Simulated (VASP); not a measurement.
# ZrTi3C4 (I4/mmm) in VASP: notebook

ZrTi3C4 is run at these levels: PBE; tasks: single point.

Everything below comes from runs of VASP 6.6.1. Logs are shortened: lines on timing, memory, paths and dates and some standing lists are left out, and cuts for length are marked.

## (1) The cell of the first run

Symmetry: I4/mmm, No. 139, tetragonal system. The conventional cell has a = 4.537 Å, b = 4.537 Å, c = 9.027 Å, α = 90.00°, β = 90.00°, γ = 90.00°. Zr (site symmetry 4/mmm) has 6 C at 2.27 to 2.31 Å within 3.0 Å. Within 2.9 Å of Ti (site symmetry 4/mmm) lie 6 C at 2.20 to 2.27 Å. Ti (site symmetry -4m2) has 6 C at 2.26 to 2.27 Å within 3.0 Å. Within 2.9 Å of C (site symmetry 4mm) lie 5 Ti at 2.20 to 2.27 Å and 1 Zr at 2.31 Å. C (site symmetry mmm) has 4 Ti at 2.26 to 2.27 Å and 2 Zr at 2.27 Å within 3.0 Å.

## (2) Single point, PBE (11.61 Å³/atom)

INCAR

```
ALGO = Normal ; EDIFF = 1E-6
ENCUT = 520 ; GGA = PE
ISIF = 2 ; ISMEAR = 0
LASPH = True ; LCHARG = True
LELF = True ; LREAL = False
LVHAR = True ; LWAVE = False
NBANDS = 42 ; NELM = 80
PREC = Accurate ; SIGMA = 0.1
```

KPOINTS

```
k-points
0
Gamma
  12 12 12
```

POSCAR

```
ZrTi3C4
1.0
   -2.2684466665      2.2684466665      4.5137359096
    2.2684466665     -2.2684466665      4.5137359096
    2.2684466665      2.2684466665     -4.5137359096
Zr Ti C
1 3 4
Direct
    0.5000000000      0.5000000000      0.0000000000
    0.0000000000      0.0000000000      0.0000000000
    0.7500000000      0.2500000000      0.5000000000
    0.2500000000      0.7500000000      0.5000000000
    0.2442473031      0.2442473031      0.0000000000
    0.0000000000      0.5000000000      0.5000000000
    0.7557526969      0.7557526969      0.0000000000
    0.5000000000      0.0000000000      0.5000000000
```

Potentials or basis: VASP PAW PBE potentials, release 64 (Zr_sv, Ti_sv, C).

Launch:

```sh
$ cat potpaw_PBE.64/Zr_sv/POTCAR potpaw_PBE.64/Ti_sv/POTCAR potpaw_PBE.64/C/POTCAR > POTCAR
$ mpirun -np 1 vasp_std > vasp.out
```

OUTCAR:

```text
EDIFF = 1E-6
   ENCUT = 520
   GGA = PE
   ISIF = 2
   ISMEAR = 0
   LASPH = True
   LREAL = False
   NELM = 80
   PREC = Accurate

 ion  position               nearest neighbor table
   1  0.500  0.500  0.000-   6 2.27   8 2.27   8 2.27   6 2.27   7 2.31   5 2.31   3 3.20   4 3.20
                             3 3.20   4 3.20   4 3.20   4 3.20   3 3.20   3 3.20   2 3.21   2 3.21
   2  0.000  0.000  0.000-   5 2.20   7 2.20   6 2.27   8 2.27   6 2.27   8 2.27   1 3.21   1 3.21
                             1 3.21   1 3.21
   3  0.750  0.250  0.500-   6 2.26   8 2.26   7 2.27   5 2.27   7 2.27   5 2.27   1 3.20   1 3.20
                             1 3.20   1 3.20
   4  0.250  0.750  0.500-   6 2.26   8 2.26   7 2.27   5 2.27   7 2.27   5 2.27   1 3.20   1 3.20
                             1 3.20   1 3.20
   5  0.244  0.244  0.000-   2 2.20   4 2.27   3 2.27   3 2.27   4 2.27   1 2.31
   6  0.000  0.500  0.500-   3 2.26   4 2.26   1 2.27   2 2.27   2 2.27   1 2.27
   7  0.756  0.756  0.000-   2 2.20   3 2.27   4 2.27   3 2.27   4 2.27   1 2.31
   8  0.500  0.000  0.500-   3 2.26   4 2.26   1 2.27   2 2.27   1 2.27   2 2.27

  LATTYP: Found a body centered tetragonal cell.
 ALAT       =     4.5368933330
 C/A-ratio  =     1.9897915063

  Lattice vectors:

 A1 = (  -2.2684466665,   2.2684466665,   4.5137359096)
 A2 = (   2.2684466665,  -2.2684466665,   4.5137359096)
 A3 = (   2.2684466665,   2.2684466665,  -4.5137359096)

Analysis of symmetry for initial positions (statically):
=====================================================================
 Subroutine PRICEL returns:
 Original cell was already a primitive cell.

 Routine SETGRP: Setting up the symmetry group for a
 body centered tetragonal supercell.

 Subroutine GETGRP returns: Found 16 space group operations
 (whereof 16 operations were pure point group operations)
 out of a pool of 16 trial point group operations.

The static configuration has the point symmetry D_4h.

Analysis of symmetry for dynamics (positions and initial velocities):
=====================================================================
 Subroutine PRICEL returns:
 Original cell was already a primitive cell.

 Routine SETGRP: Setting up the symmetry group for a
 body centered tetragonal supercell.

 Subroutine GETGRP returns: Found 16 space group operations
 (whereof 16 operations were pure point group operations)
 out of a pool of 16 trial point group operations.

The dynamic configuration has the point symmetry D_4h.

 Subroutine INISYM returns: Found 16 space group operations
[... 111 lines left out ...]
   EDIFFG = 0.1E-04   stopping-criterion for IOM
   NSW    =      0    number of steps for IOM
   IBRION =     -1    ionic relax: 0-MD 1-quasi-New 2-CG
   NFREE  =      0    steps in history (QN), initial steepest desc. (CG)
   ISIF   =      2    stress and relaxation
   ISYM   =      2    0-nonsym 1-usesym 2-fastsym
   POTIM  = 0.5000    time-step for ionic-motion
   TEBEG  =    0.0;   TEEND  =   0.0 temperature during run
   PSTRESS=    0.0 pullay stress
   NELECT =      64.0000    total number of electrons
   NUPDOWN=      -1.0000    fix difference up-down
   EMIN   =  10.00;   EMAX   =-10.00  energy-range for DOS
   EFERMI =   0.00;   METHOD = LEGACY
   ISMEAR =     0;   SIGMA  =   0.10  broadening in eV -4-tet -1-fermi 0-gaus
   EFERMI_NEDOS =   21; number of points for ismear=-14 and -15
   IALGO  =     38    algorithm
   IMIX   =      4    mixing-type and parameters
     AMIX     =   0.40;   BMIX     =  1.00
     AMIX_MAG =   1.60;   BMIX_MAG =  1.00
  volume/ion in A,a.u.               =      11.61        78.37
  Fermi-wavevector in a.u.,A,eV,Ry     =   1.445829  2.732221 28.441928  2.090423
  Thomas-Fermi vector in A             =   2.563967
   LORBIT       =      0    0 simple, 1 ext, 2 COOP (PROOUT), +10 PAW based schemes
   GGA     = PE    functional components
   LHFCALC =     F    Hartree Fock is set to
   AEXX    =    0.0000 exact exchange contribution
   IVDW    =     0    specifies the selected vdW correction
   LEPSILON=     F    determine dielectric tensor
   LRPA    =     F    only Hartree local field effects (RPA)
 non-spin polarized calculation
 Gauss-broadening in eV      SIGMA  =   0.10
  energy-cutoff  :      520.00
  volume of cell :       92.91
 maximum number of plane-waves:      2536
 NGX is ok and might be reduce to    42
   NGX = 21   NGY = 21   NGZ = 21

 number of electron      64.0000003 magnetization

 Free energy of the ion-electron system (eV)
  ---------------------------------------------------
  ext. energy  EPLUGINS =         0.00000000
  ---------------------------------------------------
  free energy    TOTEN  =       -74.84849701 eV

  energy without entropy =      -74.84108153  energy(sigma->0) =      -74.84478927

 E-fermi :   8.7116     XC(G=0): -12.1916

 val. band max:        8.7043324122   @ k =   0.1667   0.0000  -0.0000
 cond. band min:       8.7327842878   @ k =   0.1667   0.0000  -0.0000
 fundamental gap:      0.0284518756
 Fermi energy:         8.7116126331

 k-point     1 :       0.0000    0.0000    0.0000
  band No.  band energies     occupation
      1     -48.2235      2.00000
      2     -48.1939      2.00000
      3     -48.1232      2.00000
      4     -39.0693      2.00000
      5     -24.5178      2.00000
      6     -24.5178      2.00000
[... 1069 lines left out ...]
     41      11.7999      0.00000
     42      12.3848      0.00000

 [... further k-points ...]
[... 5 lines left out ...]
  --------------------------------------------------------------------------------------
  -------------------------------------------------------------------------------------
  Total       -6.9717483     -6.9717483     -6.9793044      0.0000000      0.0000000      0.0000000
  in kB     -120.2261658   -120.2261658   -120.3564687      0.0000000      0.0000000      0.0000000
  external PRESSURE =    -120.2696001 kB  Pullay stress =       0.0000000 kB

 VOLUME and BASIS-vectors are now :
 -----------------------------------------------------------------------------
  energy-cutoff  :      520.00
  volume of cell :       92.91
      direct lattice vectors                 reciprocal lattice vectors
    -2.268446667  2.268446667  4.513735910     0.000000000  0.220415145  0.110772985
     2.268446667 -2.268446667  4.513735910     0.220415145  0.000000000  0.110772985
     2.268446667  2.268446667 -4.513735910     0.220415145  0.220415145  0.000000000

 POSITION                                       TOTAL-FORCE (eV/Angst)
 -----------------------------------------------------------------------------------
      0.00000      0.00000      4.51374         0.000000      0.000000      0.000000
      0.00000      0.00000      0.00000         0.000000      0.000000      0.000000
      0.00000      2.26845      2.25687         0.000000      0.000000     -0.000000
      2.26845      0.00000      2.25687         0.000000      0.000000     -0.000000
      0.00000      0.00000      2.20494        -0.000000     -0.000000     -0.003947
      2.26845      0.00000      0.00000         0.000000      0.000000      0.000000
      0.00000      0.00000      6.82254        -0.000000     -0.000000      0.003947
      0.00000      2.26845      0.00000         0.000000      0.000000      0.000000
 -----------------------------------------------------------------------------------
    total drift:                               -0.000000     -0.000000      0.000000

  FREE ENERGIE OF THE ION-ELECTRON SYSTEM (eV)
  ---------------------------------------------------
  free  energy   TOTEN  =       -74.8484970126 eV

  energy  without entropy=      -74.8410815345  energy(sigma->0) =      -74.84478927
```

It took 8.8 min on 1 thread of Intel Xeon 6975P-C (Granite Rapids), shared host; peak memory 0.64 GiB.

What came out:

- Free energy: -74.8485 eV
- Pressure: -12.0 GPa
- Largest force: 0.004 eV/Å
- Band gap on the k mesh: zero (bands 32 and 33 overlap by 1.03 eV)

Forces on the atoms (eV/Å):
```
Zr   0.000  0.000  0.000
Ti   0.000  0.000  0.000
Ti   0.000  0.000  0.000
Ti   0.000  0.000  0.000
C    0.000  0.000 -0.004
C    0.000  0.000  0.000
C    0.000  0.000  0.004
C    0.000  0.000  0.000
```

Caveat: the cell stands under tension.

## (3) Single point, PBE (12.05 Å³/atom)

This run uses another cell than the first one, of 12.05 Å³/atom.

INCAR

```
ALGO = Normal
EDIFF = 1E-6
ENCUT = 520
GGA = PE
ISIF = 2
ISMEAR = 0
LASPH = T
LCHARG = T
LELF = T
LREAL = F
LVHAR = T
LWAVE = F
NBANDS = 42
NELM = 60
PREC = Accurate
SIGMA = 0.1
```

KPOINTS is that of step 2.

POSCAR

```
ZrTi3C4
1.0
   -2.2971040369      2.2971040369      4.5679230740
    2.2971040369     -2.2971040369      4.5679230740
    2.2971040369      2.2971040369     -4.5679230740
Zr Ti C
1 3 4
Direct
    0.5000000000      0.5000000000      0.0000000000
    0.0000000000      0.0000000000      0.0000000000
    0.7500000000      0.2500000000      0.5000000000
    0.2500000000      0.7500000000      0.5000000000
    0.2444559813      0.2444559813      0.0000000000
    0.0000000000      0.5000000000      0.5000000000
    0.7555440187      0.7555440187      0.0000000000
    0.5000000000      0.0000000000      0.5000000000
```

Potentials or basis: VASP PAW PBE potentials, release 64 (Zr_sv, Ti_sv, C).

Launch:

```sh
$ cat potpaw_PBE.64/Zr_sv/POTCAR potpaw_PBE.64/Ti_sv/POTCAR potpaw_PBE.64/C/POTCAR > POTCAR
$ mpirun -np 1 vasp_std > vasp.out
```

Run time: 9 min. Hardware: 1 thread of Intel Xeon 6975P-C (Granite Rapids), shared host; peak memory 0.67 GiB.

It converged, with:

| Item | Value |
| --- | --- |
| Free energy | -74.5148 eV |
| Pressure | -18.4 GPa |
| Largest force | 0.005 eV/Å |
| Band gap on the k mesh | zero (bands 32 and 33 overlap by 1.01 eV) |

Forces on the atoms (eV/Å):
```
Zr   0.000  0.000  0.000
Ti   0.000  0.000  0.000
Ti   0.000  0.000  0.000
Ti   0.000  0.000  0.000
C    0.000  0.000 -0.005
C    0.000  0.000  0.000
C    0.000  0.000  0.005
C    0.000  0.000  0.000
```

Levels at points of the mesh, in eV from the Fermi level:
```
           k point  band 29  band 30  band 31  band 32  band 33  band 34  band 35  band 36
(0.00, 0.00, 0.00)    -0.06    -0.06     0.66     0.66     0.69     1.31     1.31     1.32
(0.50, 0.00, 0.00)    -1.73    -1.57    -1.57    -1.46     0.97     1.10     1.99     2.10
(0.50, 0.50, 0.00)    -2.47    -2.28    -2.19    -2.10     1.66     2.03     2.34     2.43
(0.50, 0.50, 0.50)    -0.45    -0.44    -0.41    -0.41    -0.30     0.02     0.02     0.12
```

Caveat: the cell stands under tension.

## (4) Single point, PBE (12.05 Å³/atom)

This run uses another cell than the first one, of 12.05 Å³/atom.

INCAR is that of step 3.

KPOINTS is that of step 3.

Edit POSCAR of step 3 so:

```diff
@@ -2,5 +2,5 @@
 1.0
-   -2.2971040369      2.2971040369      4.5679230740
-    2.2971040369     -2.2971040369      4.5679230740
-    2.2971040369      2.2971040369     -4.5679230740
+   -2.2971040370      2.2971040370      4.5679230734
+    2.2971040370     -2.2971040370      4.5679230734
+    2.2971040370      2.2971040370     -4.5679230734
 Zr Ti C
```

Potentials or basis: VASP PAW PBE potentials, release 64 (Zr_sv, Ti_sv, C).

Launch:

```sh
$ cat potpaw_PBE.64/Zr_sv/POTCAR potpaw_PBE.64/Ti_sv/POTCAR potpaw_PBE.64/C/POTCAR > POTCAR
$ mpirun -np 1 vasp_std > vasp.out
```

OUTCAR:

```text
EDIFF = 1E-6
   ENCUT = 520
   GGA = PE
   ISIF = 2
   ISMEAR = 0
   LASPH = T
   LREAL = F
   NELM = 60
   PREC = Accurate

 ion  position               nearest neighbor table
   1  0.500  0.500  0.000-   6 2.30   8 2.30   8 2.30   6 2.30   7 2.33   5 2.33   3 3.24   4 3.24
                             3 3.24   4 3.24   4 3.24   4 3.24   3 3.24   3 3.24   2 3.25   2 3.25
   2  0.000  0.000  0.000-   5 2.23   7 2.23   6 2.30   8 2.30   6 2.30   8 2.30   1 3.25   1 3.25
                             1 3.25   1 3.25
   3  0.750  0.250  0.500-   6 2.28   8 2.28   7 2.30   5 2.30   7 2.30   5 2.30   1 3.24   1 3.24
                             1 3.24   1 3.24
   4  0.250  0.750  0.500-   6 2.28   8 2.28   7 2.30   5 2.30   7 2.30   5 2.30   1 3.24   1 3.24
                             1 3.24   1 3.24
   5  0.244  0.244  0.000-   2 2.23   4 2.30   3 2.30   3 2.30   4 2.30   1 2.33
   6  0.000  0.500  0.500-   3 2.28   4 2.28   1 2.30   2 2.30   2 2.30   1 2.30
   7  0.756  0.756  0.000-   2 2.23   3 2.30   4 2.30   3 2.30   4 2.30   1 2.33
   8  0.500  0.000  0.500-   3 2.28   4 2.28   1 2.30   2 2.30   1 2.30   2 2.30

  LATTYP: Found a body centered tetragonal cell.
 ALAT       =     4.5942080740
 C/A-ratio  =     1.9885573312

  Lattice vectors:

[... 194 lines left out ...]
 cond. band min:       8.3088349964   @ k =   0.1667   0.0000  -0.0000
 fundamental gap:      0.0165265551
 Fermi energy:         8.3045247854

 k-point     1 :       0.0000    0.0000    0.0000
  band No.  band energies     occupation
      1     -48.7390      2.00000
      2     -48.7145      2.00000
      3     -48.6483      2.00000
      4     -39.6280      2.00000
      5     -25.0151      2.00000
      6     -25.0151      2.00000
[... 1069 lines left out ...]
     41      11.2348      0.00000
     42      11.8031      0.00000

 [... further k-points ...]
[... 5 lines left out ...]
  --------------------------------------------------------------------------------------
  -------------------------------------------------------------------------------------
  Total      -11.0681255    -11.0681255    -11.0905946      0.0000000      0.0000000      0.0000000
  in kB     -183.9266050   -183.9266050   -184.2999898      0.0000000      0.0000000      0.0000000
  external PRESSURE =    -184.0510666 kB  Pullay stress =       0.0000000 kB

 VOLUME and BASIS-vectors are now :
 -----------------------------------------------------------------------------
  energy-cutoff  :      520.00
  volume of cell :       96.41
      direct lattice vectors                 reciprocal lattice vectors
    -2.297104037  2.297104037  4.567923073     0.000000000  0.217665370  0.109458936
     2.297104037 -2.297104037  4.567923073     0.217665370  0.000000000  0.109458936
     2.297104037  2.297104037 -4.567923073     0.217665370  0.217665370  0.000000000

 POSITION                                       TOTAL-FORCE (eV/Angst)
 -----------------------------------------------------------------------------------
      0.00000      0.00000      4.56792        -0.000000     -0.000000      0.000000
      0.00000      0.00000      0.00000        -0.000000     -0.000000      0.000000
      0.00000      2.29710      2.28396        -0.000000     -0.000000     -0.000000
      2.29710      0.00000      2.28396        -0.000000     -0.000000     -0.000000
      0.00000      0.00000      2.23331         0.000000      0.000000     -0.005352
      2.29710      0.00000      0.00000        -0.000000     -0.000000      0.000000
      0.00000      0.00000      6.90253        -0.000000     -0.000000      0.005352
      0.00000      2.29710      0.00000        -0.000000     -0.000000      0.000000
 -----------------------------------------------------------------------------------
    total drift:                               -0.000000     -0.000000      0.000000

  FREE ENERGIE OF THE ION-ELECTRON SYSTEM (eV)
  ---------------------------------------------------
  free  energy   TOTEN  =       -74.5147953950 eV

  energy  without entropy=      -74.5070772460  energy(sigma->0) =      -74.51093632
```

It took 20 min on 1 thread of Intel Xeon Platinum 8488C (Sapphire Rapids), shared host; peak memory 0.66 GiB.

Results:

| Quantity | Value |
| --- | --- |
| Free energy | -74.5148 eV |
| Pressure | -18.4 GPa |
| Largest force | 0.005 eV/Å |
| Band gap on the k mesh | zero (bands 32 and 33 overlap by 1.01 eV) |

Forces in eV/Å, atoms in the order of the input:
```
Zr   0.000  0.000  0.000
Ti   0.000  0.000  0.000
Ti   0.000  0.000  0.000
Ti   0.000  0.000  0.000
C    0.000  0.000 -0.005
C    0.000  0.000  0.000
C    0.000  0.000  0.005
C    0.000  0.000  0.000
```

Levels at points of the mesh, in eV from the Fermi level:
| k point | band 30 | band 31 | band 32 | band 33 | band 34 | band 35 |
| --- | --- | --- | --- | --- | --- | --- |
| (0.00, 0.00, 0.00) | -0.06 | 0.66 | 0.66 | 0.69 | 1.31 | 1.31 |
| (0.50, 0.00, 0.00) | -1.57 | -1.57 | -1.46 | 0.97 | 1.10 | 1.99 |
| (0.50, 0.50, 0.00) | -2.28 | -2.19 | -2.10 | 1.66 | 2.03 | 2.34 |
| (0.50, 0.50, 0.50) | -0.44 | -0.41 | -0.41 | -0.30 | 0.02 | 0.02 |

Caveat: the cell stands under tension.
